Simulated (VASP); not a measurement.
# Cd (P6_3/mmc) in VASP: further runs, part 2 of 2

VASP 6.6.1. The steps go on from the part before.

### Step 4. Electric field gradients, PBEsol (volume scaled by 1.01)

File INCAR:

```
SYSTEM = Cd
PREC = Accurate ; ENCUT = 520
EDIFF = 1E-8 ; ISMEAR = -1
SIGMA = 0.05 ; LREAL = .FALSE.
LASPH = .TRUE. ; NELM = 80
ALGO = Normal ; ISIF = 2
LWAVE = .FALSE. ; LCHARG = .FALSE.
GGA = PS ; LEFG = .TRUE.
NBANDS = 19
```

File KPOINTS:

```
regular mesh
0
G
  14 14 7
  0 0 0
```

File POSCAR:

```
Cd
1.0
    2.9887691672      0.0000000000      0.0000000000
   -1.4943845836      2.5883500248      0.0000000000
    0.0000000000      0.0000000000      5.6363134261
Cd
2
Direct
    0.3333333333      0.6666666667      0.2500000000
    0.6666666667      0.3333333333      0.7500000000
```

Potentials or basis: VASP PAW PBE potentials, release 64 (Cd).

Started as:

```sh
cat potpaw_PBE.64/Cd/POTCAR > POTCAR
mpirun -np 1 vasp_std > vasp.out
```

OUTCAR:

```text
SYSTEM = Cd
   PREC = Accurate
   ENCUT = 520
   EDIFF = 1E-8
   ISMEAR = -1
   LREAL = .FALSE.
   LASPH = .TRUE.
   NELM = 80
   ISIF = 2
   GGA = PS

 ion  position               nearest neighbor table
   1  0.333  0.667  0.250-   2 3.30   2 3.30   2 3.30   2 3.30   2 3.30   2 3.30
   2  0.667  0.333  0.750-   1 3.30   1 3.30   1 3.30   1 3.30   1 3.30   1 3.30

  LATTYP: Found a hexagonal cell.
 ALAT       =     2.9887691672
 C/A-ratio  =     1.8858309594

  Lattice vectors:

 A1 = (   2.9887691672,   0.0000000000,   0.0000000000)
 A2 = (  -1.4943845836,   2.5883500248,   0.0000000000)
 A3 = (   0.0000000000,   0.0000000000,   5.6363134261)

Analysis of symmetry for initial positions (statically):
=====================================================================
 Subroutine PRICEL returns:
 Original cell was already a primitive cell.

 Routine SETGRP: Setting up the symmetry group for a
 hexagonal supercell.

 Subroutine GETGRP returns: Found 24 space group operations
 (whereof 12 operations were pure point group operations)
 out of a pool of 24 trial point group operations.

The static configuration has the point symmetry D_3d.
 The point group associated with its full space group is D_6h.

Analysis of symmetry for dynamics (positions and initial velocities):
=====================================================================
 Subroutine PRICEL returns:
 Original cell was already a primitive cell.

 Routine SETGRP: Setting up the symmetry group for a
 hexagonal supercell.

 Subroutine GETGRP returns: Found 24 space group operations
 (whereof 12 operations were pure point group operations)
 out of a pool of 24 trial point group operations.

The dynamic configuration has the point symmetry D_3d.
 The point group associated with its full space group is D_6h.

 Subroutine INISYM returns: Found 24 space group operations
 (whereof 12 operations are pure point group operations),
 and found     1 'primitive' translations

----------------------------------------------------------------------------------------

                                     Primitive cell

  volume of cell :      43.6024

  direct lattice vectors                    reciprocal lattice vectors
     2.988769167  0.000000000  0.000000000     0.334585893  0.193173255  0.000000000
    -1.494384584  2.588350025  0.000000000     0.000000000  0.386346510  0.000000000
     0.000000000  0.000000000  5.636313426     0.000000000  0.000000000  0.177420935

  length of vectors
     2.988769167  2.988769167  5.636313426     0.386346510  0.386346510  0.177420935

  position of ions in fractional coordinates (direct lattice)
     0.333333333  0.666666667  0.250000000
     0.666666667  0.333333333  0.750000000

  ion indices of the primitive-cell ions
   primitive index   ion index
                 1           1
                 2           2

[... 76 lines left out ...]
   NFREE  =      0    steps in history (QN), initial steepest desc. (CG)
   ISIF   =      2    stress and relaxation
   ISYM   =      2    0-nonsym 1-usesym 2-fastsym
   POTIM  = 0.5000    time-step for ionic-motion
   TEBEG  =    0.0;   TEEND  =   0.0 temperature during run
   PSTRESS=    0.0 pullay stress
   NELECT =      24.0000    total number of electrons
   NUPDOWN=      -1.0000    fix difference up-down
   EMIN   =  10.00;   EMAX   =-10.00  energy-range for DOS
   EFERMI =   0.00;   METHOD = LEGACY
   ISMEAR =    -1;   SIGMA  =   0.05  broadening in eV -4-tet -1-fermi 0-gaus
   EFERMI_NEDOS =   21; number of points for ismear=-14 and -15
   IALGO  =     38    algorithm
   IMIX   =      4    mixing-type and parameters
     AMIX     =   0.40;   BMIX     =  1.00
     AMIX_MAG =   1.60;   BMIX_MAG =  1.00
  volume/ion in A,a.u.               =      21.80       147.12
  Fermi-wavevector in a.u.,A,eV,Ry     =   1.341658  2.535365 24.491106  1.800045
  Thomas-Fermi vector in A             =   2.469874
   LORBIT       =      0    0 simple, 1 ext, 2 COOP (PROOUT), +10 PAW based schemes
   GGA     = PS    functional components
   LHFCALC =     F    Hartree Fock is set to
   AEXX    =    0.0000 exact exchange contribution
   IVDW    =     0    specifies the selected vdW correction
   LEPSILON=     F    determine dielectric tensor
   LRPA    =     F    only Hartree local field effects (RPA)
 non-spin polarized calculation
  energy-cutoff  :      520.00
  volume of cell :       43.60
 maximum number of plane-waves:      1197
 NGX is ok and might be reduce to    24
   NGX = 11   NGY = 11   NGZ = 21

 number of electron      23.9999990 magnetization

 Free energy of the ion-electron system (eV)
  ---------------------------------------------------
  ext. energy  EPLUGINS =         0.00000000
  ---------------------------------------------------
  free energy    TOTEN  =        -2.38524485 eV

  energy without entropy =       -2.37905774  energy(sigma->0) =       -2.38215129

 E-fermi :   2.7356     XC(G=0): -11.1570

 val. band max:        2.6988949989   @ k =   0.3571   0.0714   0.0000
 cond. band min:       2.7375066042   @ k =   0.3571   0.1429   0.1429
 fundamental gap:      0.0386116054
 Fermi energy:         2.7356016548

 k-point     1 :       0.0000    0.0000    0.0000
  band No.  band energies     occupation
      1      -7.0766      2.00000
      2      -6.8131      2.00000
      3      -6.4452      2.00000
      4      -6.4452      2.00000
      5      -6.3947      2.00000
      6      -6.3947      2.00000
[... 505 lines left out ...]
      6      -6.2251      2.00000
[... 11 lines left out ...]
     18       8.6228      0.00000
     19      10.6764      0.00000

 [... further k-points ...]

------------------------ aborting loop because EDIFF is reached ----------------------------------------

  FORCE on cell =-STRESS in cart. coord.  units (eV):
  Direction    XX          YY          ZZ          XY          YZ          ZX
  --------------------------------------------------------------------------------------
  -------------------------------------------------------------------------------------
  Total       -0.4213199     -0.4213199     -0.4854220      0.0000000      0.0000000      0.0000000
  in kB      -15.4814639    -15.4814639    -17.8369049      0.0000000      0.0000000      0.0000000
  external PRESSURE =     -16.2666109 kB  Pullay stress =       0.0000000 kB

 VOLUME and BASIS-vectors are now :
 -----------------------------------------------------------------------------
  energy-cutoff  :      520.00
  volume of cell :       43.60
      direct lattice vectors                 reciprocal lattice vectors
     2.988769167  0.000000000  0.000000000     0.334585893  0.193173255  0.000000000
    -1.494384584  2.588350025  0.000000000     0.000000000  0.386346510  0.000000000
     0.000000000  0.000000000  5.636313426     0.000000000  0.000000000  0.177420935

 POSITION                                       TOTAL-FORCE (eV/Angst)
 -----------------------------------------------------------------------------------
     -0.00000      1.72557      1.40908         0.000000     -0.000000      0.000000
      1.49438      0.86278      4.22724        -0.000000      0.000000     -0.000000
 -----------------------------------------------------------------------------------
    total drift:                               -0.000000      0.000000      0.000000

  FREE ENERGIE OF THE ION-ELECTRON SYSTEM (eV)
  ---------------------------------------------------
  free  energy   TOTEN  =        -2.3852448459 eV

  energy  without entropy=       -2.3790577352  energy(sigma->0) =       -2.38215129

 Electric field gradients (V/A^2)
---------------------------------------------------------------------
 ion       V_xx      V_yy      V_zz      V_xy      V_xz      V_yz
---------------------------------------------------------------------
   1     -40.129   -40.127    80.256     0.001     0.000    -0.000
   2     -40.129   -40.127    80.256     0.001    -0.000     0.000
---------------------------------------------------------------------

 Electric field gradients after diagonalization (V/A^2)
 (convention: |V_zz| > |V_xx| > |V_yy|)
----------------------------------------------------------------------
 ion       V_xx      V_yy      V_zz     asymmetry (V_yy - V_xx)/ V_zz
----------------------------------------------------------------------
   1     -40.129   -40.127    80.256       0.000
   2     -40.129   -40.127    80.256       0.000
----------------------------------------------------------------------

           NMR quadrupolar parameters

 Cq : quadrupolar parameter    Cq=e*Q*V_zz/h
 eta: asymmetry parameters     (V_yy - V_xx)/ V_zz
 Q  : nuclear electric quadrupole moment in mb (millibarn)
----------------------------------------------------------------------
 ion       Cq(MHz)       eta       Q (mb)
----------------------------------------------------------------------
   1       0.194       0.000       1.000
   2       0.194       0.000       1.000
----------------------------------------------------------------------
```

It took 30 s on 1 thread of Intel Xeon Platinum 8488C (Sapphire Rapids), shared host; peak memory 0.19 GiB.

What came out:

- Free energy: -2.3852 eV
- Pressure: -1.6 GPa
- Band gap on the k mesh: zero (band 12 reaches 4.00 eV, above the bottom of band 13 at -0.30 eV)

Stress tensor (GPa, compression positive):
```
-1.55  0.00  0.00
 0.00 -1.55  0.00
 0.00  0.00 -1.78
```

Electric field gradients, principal values (V/Å²):
```csv
atom,least,middle,greatest (by size)
1 Cd,-40.127,-40.129,80.256
2 Cd,-40.127,-40.129,80.256
```

Caveat: without QUAD_EFG the Cq values of the log hold for a quadrupole moment of 1 mb, not for the nuclei; the PAW data sets were made with another functional, which shifts forces and pressure a little.
